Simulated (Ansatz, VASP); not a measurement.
# Cu in VASP and in Ansatz

```xyz
2
Lattice="2.4135 0.0000 0.0000 -1.2067 2.0901 0.0000 0.0000 0.0000 3.9737" Properties=species:S:1:pos:R:3 pbc="T T T"
Cu    0.0000    1.3934    0.9934
Cu    1.2067    0.6967    2.9802
```

Change from the starting cell: volume scaled by 0.92, LAPW.

Alike in both runs: task single point; functional LDA; k mesh 17 × 17 × 10; occupations fermi-dirac, width 0.1 eV; no spin polarisation.

|  | VASP | Ansatz |
| --- | --- | --- |
| version | VASP 6.6.1 | Ansatz 0.2.0 |
| potentials or method | VASP PAW LDA potentials, release 64 (Cu), cutoff 520 eV | all-electron LAPW, scalar-relativistic |

|  | VASP | Ansatz | Ansatz less VASP |
| --- | --- | --- | --- |
| pressure (GPa) | 20.2 | 19.2 | -0.96 |

LDA's correlation is that of Perdew and Zunger in VASP and of Perdew and Wang (1992) in Ansatz. Ansatz ran all-electron here, and VASP with PAW potentials.
